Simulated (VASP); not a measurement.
# SiC (P6_3mc) in VASP: a series of runs

SiC is run at these levels: PBE; tasks: single point.

Everything below comes from runs of VASP 6.6.1. Logs are shortened: lines on timing, memory, paths and dates and some standing lists are left out, and cuts for length are marked.

**1. The cell of the first run**

Symmetry: P6_3mc, No. 186, hexagonal system. The conventional cell has a = 3.277 Å, b = 3.277 Å, c = 4.892 Å, α = 90.00°, β = 90.00°, γ = 120.00°. Within 2.5 Å of Si (site symmetry 3m) lie 4 C at 1.86 to 1.98 Å. C (site symmetry 3m) has 4 Si at 1.86 to 1.98 Å within 2.5 Å.

**2. Single point, PBE (biaxial strain in the a-b plane: +6.0 %)**

Contents of INCAR:

```
ALGO = Normal
EDIFF = 1E-6
ENCUT = 520
GGA = PE
ISIF = 2
ISMEAR = 0
LASPH = True
LCHARG = True
LELF = True
LREAL = False
LVHAR = True
LWAVE = False
NBANDS = 16
NELM = 60
PREC = Accurate
SIGMA = 0.02
```

Contents of KPOINTS:

```
k-points
0
Gamma
  12 12 6
```

Contents of POSCAR:

```
SiC
1.0
    3.2774527061      0.0000000000      0.0000000000
   -1.6387263530      2.8383573032      0.0000000000
    0.0000000000      0.0000000000      4.8916177700
Si C
2 2
Direct
    0.3333333333      0.6666666667      0.4976168471
    0.6666666667      0.3333333333      0.9976168471
    0.3333333333      0.6666666667      0.8773831529
    0.6666666667      0.3333333333      0.3773831529
```

Potentials or basis: VASP PAW PBE potentials, release 64 (Si, C).

The run is started by

```bash
> cat potpaw_PBE.64/Si/POTCAR potpaw_PBE.64/C/POTCAR > POTCAR
> mpirun -np 1 vasp_std > vasp.out
```

OUTCAR:

```text
EDIFF = 1E-6
   ENCUT = 520
   GGA = PE
   ISIF = 2
   ISMEAR = 0
   LASPH = True
   LREAL = False
   NELM = 60
   PREC = Accurate

 ion  position               nearest neighbor table
   1  0.333  0.667  0.498-   3 1.86   4 1.98   4 1.98   4 1.98   2 3.09   2 3.09   2 3.09   2 3.09
                             2 3.09   2 3.09
   2  0.667  0.333  0.998-   4 1.86   3 1.98   3 1.98   3 1.98   1 3.09   1 3.09   1 3.09   1 3.09
                             1 3.09   1 3.09
   3  0.333  0.667  0.877-   1 1.86   2 1.98   2 1.98   2 1.98
   4  0.667  0.333  0.377-   2 1.86   1 1.98   1 1.98   1 1.98

  LATTYP: Found a hexagonal cell.
 ALAT       =     3.2774527061
 C/A-ratio  =     1.4925059821

  Lattice vectors:

 A1 = (   3.2774527061,   0.0000000000,   0.0000000000)
 A2 = (  -1.6387263530,   2.8383573032,   0.0000000000)
 A3 = (   0.0000000000,   0.0000000000,   4.8916177700)

Analysis of symmetry for initial positions (statically):
=====================================================================
 Subroutine PRICEL returns:
 Original cell was already a primitive cell.

 Routine SETGRP: Setting up the symmetry group for a
 hexagonal supercell.

 Subroutine GETGRP returns: Found 12 space group operations
 (whereof  6 operations were pure point group operations)
 out of a pool of 24 trial point group operations.

The static configuration has the point symmetry C_3v.
 The point group associated with its full space group is C_6v.

Analysis of symmetry for dynamics (positions and initial velocities):
=====================================================================
 Subroutine PRICEL returns:
 Original cell was already a primitive cell.

 Routine SETGRP: Setting up the symmetry group for a
 hexagonal supercell.

 Subroutine GETGRP returns: Found 12 space group operations
 (whereof  6 operations were pure point group operations)
 out of a pool of 24 trial point group operations.

The dynamic configuration has the point symmetry C_3v.
 The point group associated with its full space group is C_6v.

 Subroutine INISYM returns: Found 12 space group operations
 (whereof  6 operations are pure point group operations),
 and found     1 'primitive' translations

----------------------------------------------------------------------------------------

                                     Primitive cell

  volume of cell :      45.5047

  direct lattice vectors                    reciprocal lattice vectors
     3.277452706  0.000000000  0.000000000     0.305115005  0.176158230  0.000000000
    -1.638726353  2.838357303  0.000000000     0.000000000  0.352316461  0.000000000
     0.000000000  0.000000000  4.891617770     0.000000000  0.000000000  0.204431345

  length of vectors
     3.277452706  3.277452706  4.891617770     0.352316461  0.352316461  0.204431345

  position of ions in fractional coordinates (direct lattice)
     0.333333333  0.666666667  0.497616847
     0.666666667  0.333333333  0.997616847
     0.333333333  0.666666667  0.877383153
     0.666666667  0.333333333  0.377383153

  ion indices of the primitive-cell ions
   primitive index   ion index
                 1           1
                 2           2
                 3           3
                 4           4

----------------------------------------------------------------------------------------

 KPOINTS: k-points

Automatic generation of k-mesh.
 Grid dimensions read from file:
 generate k-points for:   12   12    6

 Generating k-lattice:

  Cartesian coordinates                     Fractional coordinates (reciprocal lattice)
     0.025426250  0.014679853  0.000000000     0.083333333  0.000000000  0.000000000
     0.000000000  0.029359705  0.000000000     0.000000000  0.083333333  0.000000000
     0.000000000  0.000000000  0.034071891     0.000000000  0.000000000  0.166666667

  Length of vectors
     0.029359705  0.029359705  0.034071891

  Shift w.r.t. Gamma in fractional coordinates (k-lattice)
     0.000000000  0.000000000  0.000000000

 Subroutine IBZKPT returns following result:
 ===========================================

 Found     76 irreducible k-points:

 Following reciprocal coordinates:
            Coordinates               Weight
  0.000000  0.000000  0.000000      1.000000
  0.083333  0.000000  0.000000      6.000000
  0.166667 -0.000000  0.000000      6.000000
  0.250000 -0.000000  0.000000      6.000000
  0.333333 -0.000000  0.000000      6.000000
  0.416667 -0.000000  0.000000      6.000000
[... 16 lines left out ...]
  0.250000 -0.000000  0.166667     12.000000
  0.333333 -0.000000  0.166667     12.000000
 [... further k-points ...]
   k-points           NKPTS =     76   k-points in BZ     NKDIM =     76   number of bands    NBANDS=     16
   number of dos      NEDOS =    301   number of ions     NIONS =      4
   total plane-waves  NPLWV =  20736
   dimension x,y,z NGX =    24 NGY =   24 NGZ =   36
   dimension x,y,z NGXF=    48 NGYF=   48 NGZF=   72
   ions per type =               2   2
   NGX,Y,Z   is equivalent  to a cutoff of  12.17, 12.17, 12.23 a.u.
   NGXF,Y,Z  is equivalent  to a cutoff of  24.35, 24.35, 24.47 a.u.
 SYSTEM =  unknown system
   PREC   = accura    normal or accurate (medium, high low for compatibility)
   ISTART =      0    job   : 0-new  1-cont  2-samecut
   ICHARG =      2    charge: 1-file 2-atom 10-const
   ISPIN  =      1    spin polarized calculation?
   LNONCOLLINEAR =      F non collinear calculations
   LSORBIT =      F    spin-orbit coupling
   LASPH  =      T    aspherical Exc in radial PAW
   ENCUT  =  520.0 eV  38.22 Ry    6.18 a.u.   6.09  6.09  9.10*2*pi/ulx,y,z
   NELM   =     60;   NELMIN=  2; NELMDL= -5     # of ELM steps
   EDIFF  = 0.1E-05   stopping-criterion for ELM
   LREAL  =      F    real-space projection
   EDIFFG = 0.1E-04   stopping-criterion for IOM
   NSW    =      0    number of steps for IOM
   IBRION =     -1    ionic relax: 0-MD 1-quasi-New 2-CG
   NFREE  =      0    steps in history (QN), initial steepest desc. (CG)
   ISIF   =      2    stress and relaxation
   ISYM   =      2    0-nonsym 1-usesym 2-fastsym
   POTIM  = 0.5000    time-step for ionic-motion
   TEBEG  =    0.0;   TEEND  =   0.0 temperature during run
   PSTRESS=    0.0 pullay stress
   NELECT =      16.0000    total number of electrons
   NUPDOWN=      -1.0000    fix difference up-down
   EMIN   =  10.00;   EMAX   =-10.00  energy-range for DOS
   EFERMI =   0.00;   METHOD = LEGACY
   ISMEAR =     0;   SIGMA  =   0.02  broadening in eV -4-tet -1-fermi 0-gaus
   EFERMI_NEDOS =   21; number of points for ismear=-14 and -15
   IALGO  =     38    algorithm
   IMIX   =      4    mixing-type and parameters
     AMIX     =   0.40;   BMIX     =  1.00
     AMIX_MAG =   1.60;   BMIX_MAG =  1.00
  volume/ion in A,a.u.               =      11.38        76.77
  Fermi-wavevector in a.u.,A,eV,Ry     =   1.155481  2.183543 18.165634  1.335136
  Thomas-Fermi vector in A             =   2.292109
   LORBIT       =      0    0 simple, 1 ext, 2 COOP (PROOUT), +10 PAW based schemes
   GGA     = PE    functional components
   LHFCALC =     F    Hartree Fock is set to
   AEXX    =    0.0000 exact exchange contribution
   IVDW    =     0    specifies the selected vdW correction
   LEPSILON=     F    determine dielectric tensor
   LRPA    =     F    only Hartree local field effects (RPA)
 non-spin polarized calculation
 Gauss-broadening in eV      SIGMA  =   0.02
  energy-cutoff  :      520.00
  volume of cell :       45.50
 maximum number of plane-waves:      1248
   NGX = 13   NGY = 13   NGZ = 19

 number of electron      15.9999999 magnetization

 Free energy of the ion-electron system (eV)
  ---------------------------------------------------
  ext. energy  EPLUGINS =         0.00000000
  ---------------------------------------------------
  free energy    TOTEN  =       -29.57082258 eV

  energy without entropy =      -29.57082258  energy(sigma->0) =      -29.57082258

 E-fermi :   7.5301     XC(G=0): -10.9277

 val. band max:        7.3797208475   @ k =   0.0000   0.0000   0.0000
 cond. band min:       9.1455251524   @ k =   0.5000  -0.0000   0.0000
 fundamental gap:      1.7658043048
 Fermi energy:         7.5300692070

 k-point     1 :       0.0000    0.0000    0.0000
  band No.  band energies     occupation
      1      -7.6370      2.00000
      2      -3.6907      2.00000
      3      -0.7607      2.00000
      4       5.3857      2.00000
      5       5.3857      2.00000
      6       7.1369      2.00000
[... 8 lines left out ...]
     15      15.7580      0.00000
     16      17.6288      0.00000

 k-point     2 :       0.0833    0.0000    0.0000
  band No.  band energies     occupation
      1      -7.5338      2.00000
      2      -3.6119      2.00000
      3      -0.6723      2.00000
      4       4.7298      2.00000
      5       5.2046      2.00000
      6       6.6634      2.00000
[... 8 lines left out ...]
     15      15.7294      0.00000
     16      17.1953      0.00000

 k-point     3 :       0.1667   -0.0000    0.0000
  band No.  band energies     occupation
      1      -7.2275      2.00000
      2      -3.3893      2.00000
      3      -0.4204      2.00000
      4       3.4035      2.00000
      5       4.7896      2.00000
      6       5.6456      2.00000
[... 8 lines left out ...]
     15      16.2952      0.00000
     16      16.7439      0.00000

 k-point     4 :       0.2500   -0.0000    0.0000
  band No.  band energies     occupation
      1      -6.7295      2.00000
      2      -3.0789      2.00000
      3      -0.0743      2.00000
      4       2.0910      2.00000
      5       4.3353      2.00000
      6       4.4404      2.00000
[... 8 lines left out ...]
     15      16.7260      0.00000
     16      16.9588      0.00000
[... 324 lines left out ...]
 k-point    22 :       0.1667   -0.0000    0.1667
  band No.  band energies     occupation
      1      -7.0834      2.00000
      2      -3.9966      2.00000
      3       0.3391      2.00000
      4       3.5801      2.00000
      5       4.8981      2.00000
      6       5.1799      2.00000
[... 8 lines left out ...]
     15      16.0477      0.00000
     16      17.2701      0.00000

 k-point    23 :       0.2500   -0.0000    0.1667
  band No.  band energies     occupation
      1      -6.5879      2.00000
      2      -3.6198      2.00000
      3       0.4407      2.00000
      4       2.4430      2.00000
      5       3.9339      2.00000
      6       4.4500      2.00000
[... 8 lines left out ...]
     15      16.9552      0.00000
     16      17.4113      0.00000

 k-point    24 :       0.3333   -0.0000    0.1667
  band No.  band energies     occupation
      1      -5.9312      2.00000
      2      -3.2373      2.00000
      3       0.0152      2.00000
      4       2.1320      2.00000
      5       2.7276      2.00000
      6       4.0768      2.00000
[... 8 lines left out ...]
     15      18.0330      0.00000
     16      18.0699      0.00000

 [... further k-points ...]
[... 5 lines left out ...]
  --------------------------------------------------------------------------------------
  -------------------------------------------------------------------------------------
  Total       -7.6952544     -7.6952544      4.2453577     -0.0000000     -0.0000000      0.0000000
  in kB     -270.9427591   -270.9427591    149.4751032     -0.0000000     -0.0000000      0.0000000
  external PRESSURE =    -130.8034717 kB  Pullay stress =       0.0000000 kB

 VOLUME and BASIS-vectors are now :
 -----------------------------------------------------------------------------
  energy-cutoff  :      520.00
  volume of cell :       45.50
      direct lattice vectors                 reciprocal lattice vectors
     3.277452706  0.000000000  0.000000000     0.305115005  0.176158230  0.000000000
    -1.638726353  2.838357303  0.000000000     0.000000000  0.352316461  0.000000000
     0.000000000  0.000000000  4.891617770     0.000000000  0.000000000  0.204431345

 POSITION                                       TOTAL-FORCE (eV/Angst)
 -----------------------------------------------------------------------------------
     -0.00000      1.89224      2.43415        -0.000000     -0.000000     -0.488779
      1.63873      0.94612      4.87996         0.000000      0.000000     -0.488779
     -0.00000      1.89224      4.29182         0.000000      0.000000      0.488779
      1.63873      0.94612      1.84601         0.000000     -0.000000      0.488779
 -----------------------------------------------------------------------------------
    total drift:                                0.000000     -0.000000     -0.000268

  FREE ENERGIE OF THE ION-ELECTRON SYSTEM (eV)
  ---------------------------------------------------
  free  energy   TOTEN  =       -29.5708225825 eV

  energy  without entropy=      -29.5708225825  energy(sigma->0) =      -29.57082258
```

Wall time 14 s (1 thread of Intel Xeon 6975P-C (Granite Rapids), shared host); peak memory 0.17 GiB.

What came out:

| Item | Value |
| --- | --- |
| Free energy | -29.5708 eV |
| Pressure | -13.1 GPa |
| Largest force | 0.489 eV/Å |
| Band gap on the k mesh | 1.77 eV, indirect (least direct gap 2.45 eV) |

Forces in eV/Å, atoms in the order of the input:
```
Si   0.000  0.000 -0.489
Si   0.000  0.000 -0.489
C    0.000  0.000  0.489
C    0.000  0.000  0.489
```

Stress tensor (GPa, compression positive):
```
-27.09   0.00   0.00
  0.00 -27.09   0.00
  0.00   0.00  14.95
```

Levels at points of the mesh, in eV from the valence-band top:
```tsv
k point	band 4	band 5	band 6	band 7	band 8	band 9	band 10	band 11	band 12	band 13
(0.00, 0.00, 0.00)	-1.99	-1.99	-0.24	-0.24	0.00	2.45	5.04	5.28	5.28	8.01
(0.50, 0.00, 0.00)	-5.71	-5.32	-3.75	-3.23	-1.15	1.77	4.50	5.96	6.32	9.94
(0.00, 0.00, 0.50)	-3.77	-1.21	-1.21	-1.21	-1.21	3.93	3.93	6.09	6.09	6.09
(0.50, 0.00, 0.50)	-8.03	-2.72	-2.72	-1.96	-1.96	2.96	2.96	5.29	5.29	9.75
```

Caveat: the cell differs from its parent crystal (biaxial strain in the a-b plane: +6.0 %). A k mesh can miss the band edges.

**3. Single point, PBE (biaxial strain in the a-b plane: +6.0 %, then relaxed in part)**

Contents of INCAR:

```
SYSTEM = SiC
  PREC = Accurate
  ENCUT = 520
  EDIFF = 1E-6
  ISMEAR = 0
  SIGMA = 0.02
  LREAL = .FALSE.
  LASPH = .TRUE.
  NELM = 60
  ALGO = Normal
  ISIF = 2
  LWAVE = .FALSE.
  LCHARG = .TRUE.
  GGA = PE
  LELF = .TRUE.
  LVHAR = .TRUE.
  NBANDS = 16
```

Contents of KPOINTS:

```
Automatic mesh
0
G
  12 12 6
  0 0 0
```

Contents of POSCAR:

```
SiC
1.0
    3.2774527061      0.0000000000      0.0000000000
   -1.6387263530      2.8383573032      0.0000000000
    0.0000000000      0.0000000000      5.0254391135
Si C
2 2
Direct
    0.3333333333      0.6666666667      0.4969855265
    0.6666666667      0.3333333333      0.9969855265
    0.3333333333      0.6666666667      0.8780144735
    0.6666666667      0.3333333333      0.3780144735
```

Potentials or basis: VASP PAW PBE potentials, release 64 (Si, C).

The run is started by

```bash
> cat potpaw_PBE.64/Si/POTCAR potpaw_PBE.64/C/POTCAR > POTCAR
> mpirun -np 1 vasp_std > vasp.out
```

It took 17 s on 1 thread of Intel Xeon 6975P-C (Granite Rapids), shared host; peak memory 0.18 GiB.

The run converged. Its results:

* Free energy: -29.6302 eV
* Pressure: -18.0 GPa
* Band gap on the k mesh: 1.90 eV, indirect (least direct gap 2.63 eV)

Stress tensor (GPa, compression positive):
```
-26.99   0.00   0.00
  0.00 -26.99   0.00
  0.00   0.00   0.08
```

Levels at points of the mesh, in eV from the valence-band top:
| k point | band 6 | band 7 | band 8 | band 9 | band 10 | band 11 |
| --- | --- | --- | --- | --- | --- | --- |
| (0.00, 0.00, 0.00) | -0.26 | -0.26 | 0.00 | 2.63 | 4.82 | 5.32 |
| (0.50, 0.00, 0.00) | -3.58 | -3.12 | -1.25 | 1.90 | 4.30 | 5.82 |
| (0.00, 0.00, 0.50) | -1.13 | -1.13 | -1.13 | 3.95 | 3.95 | 6.11 |
| (0.50, 0.00, 0.50) | -2.64 | -2.04 | -2.04 | 2.89 | 2.89 | 4.93 |

Caveat: the cell differs from its parent crystal (biaxial strain in the a-b plane: +6.0 %, then relaxed in part). A k mesh can miss the band edges.

**4. Single point, PBE**

This run uses another cell than the first one, of 11.69 Å³/atom, 1.027 times its volume.

Contents of INCAR:

```
PREC     = Accurate       # precision mode
ENCUT    = 520            # plane-wave cutoff, eV
EDIFF    = 1E-6           # SCF threshold, eV
ISMEAR   = 0              # smearing method
SIGMA    = 0.02           # smearing width, eV
LREAL    = False          # projectors in reciprocal space
LASPH    = True           # aspherical terms in the spheres
NELM     = 100            # most SCF steps
ALGO     = Normal         # electronic algorithm
ISIF     = 2              # what is computed and relaxed
LWAVE    = False          # write WAVECAR
LCHARG   = False          # write CHGCAR
GGA      = PE             # functional
NBANDS   = 16             # bands
```

Contents of KPOINTS:

```
Automatic mesh
0
Gamma
  12 12 6
```

POSCAR is that of step 3.

The run is started by

```bash
> cat potpaw_PBE.64/Si/POTCAR potpaw_PBE.64/C/POTCAR > POTCAR
> mpirun -np 1 vasp_std > vasp.out
```

It took 15 s on 1 thread of Intel Xeon 6975P-C (Granite Rapids), shared host; peak memory 0.18 GiB.

It converged, with:

```yaml
Free_energy: -29.6302 eV
Pressure: -18.0 GPa
Band_gap_on_the_k_mesh: 1.90 eV, indirect (least direct gap 2.63 eV)
```

Stress tensor (GPa, compression positive):
```
-26.99   0.00   0.00
  0.00 -26.99   0.00
  0.00   0.00   0.08
```

Levels at points of the mesh, in eV from the valence-band top:
```tsv
k point	band 6	band 7	band 8	band 9	band 10	band 11
(0.00, 0.00, 0.00)	-0.26	-0.26	0.00	2.63	4.82	5.32
(0.50, 0.00, 0.00)	-3.58	-3.12	-1.25	1.90	4.30	5.82
(0.00, 0.00, 0.50)	-1.13	-1.13	-1.13	3.95	3.95	6.11
(0.50, 0.00, 0.50)	-2.64	-2.04	-2.04	2.89	2.89	4.93
```

**5. Single point, PBE (biaxial strain in the a-b plane: -6.0 %, then relaxed in part)**

Contents of INCAR:

```
SYSTEM = SiC
ALGO     = Normal         ! electronic algorithm
EDIFF    = 1E-6           ! SCF threshold, eV
ENCUT    = 520            ! plane-wave cutoff, eV
GGA      = PE             ! functional
ISIF     = 2              ! what is computed and relaxed
ISMEAR   = 0              ! smearing method
LASPH    = .True.         ! aspherical terms in the spheres
LCHARG   = .False.        ! write CHGCAR
LREAL    = .False.        ! projectors in reciprocal space
LWAVE    = .False.        ! write WAVECAR
NBANDS   = 16             ! bands
NELM     = 60             ! most SCF steps
PREC     = Accurate       ! precision mode
SIGMA    = 0.02           ! smearing width, eV
```

Contents of KPOINTS:

```
k-points
0
Gamma
  12 12 6
  0 0 0
```

Contents of POSCAR:

```
SiC
1.0
    2.9064203243      0.0000000000      0.0000000000
   -1.4532101621      2.5170338349      0.0000000000
    0.0000000000      0.0000000000      5.1412506122
Si C
2 2
Direct
    0.3333333333      0.6666666667      0.5044832449
    0.6666666667      0.3333333333      1.0044832449
    0.3333333333      0.6666666667      0.8705167551
    0.6666666667      0.3333333333      0.3705167551
```

The run is started by

```bash
> cat potpaw_PBE.64/Si/POTCAR potpaw_PBE.64/C/POTCAR > POTCAR
> mpirun -np 1 vasp_std > vasp.out
```

Wall time 36 s (1 thread of Intel Xeon Platinum 8259CL at 2.50GHz (Skylake/Cascade Lake), shared host); peak memory 0.17 GiB.

Results (log left out):

| Item | Value |
| --- | --- |
| Free energy | -29.4810 eV |
| Pressure | 29.6 GPa |
| Band gap on the k mesh | 1.34 eV, indirect (least direct gap 4.35 eV) |

Forces in eV/Å, atoms in the order of the input:
```
Si   0.000  0.000 -0.002
Si   0.000  0.000 -0.002
C    0.000  0.000  0.002
C    0.000  0.000  0.002
```

Stress tensor (GPa, compression positive):
```
44.56  0.00  0.00
 0.00 44.56  0.00
 0.00  0.00 -0.25
```

Levels at points of the mesh, in eV from the valence-band top:
| k point | band 6 | band 7 | band 8 | band 9 | band 10 | band 11 |
| --- | --- | --- | --- | --- | --- | --- |
| (0.00, 0.00, 0.00) | -1.04 | 0.00 | 0.00 | 5.00 | 6.58 | 7.66 |
| (0.50, 0.00, 0.00) | -4.01 | -3.30 | -1.43 | 3.23 | 3.35 | 7.33 |
| (0.00, 0.00, 0.50) | -0.55 | -0.55 | -0.55 | 7.22 | 7.22 | 8.24 |
| (0.50, 0.00, 0.50) | -3.20 | -2.51 | -2.51 | 2.74 | 2.74 | 5.34 |

Caveat: the cell differs from its parent crystal (biaxial strain in the a-b plane: -6.0 %, then relaxed in part). A k mesh can miss the band edges.

[end of part 1 of 2]
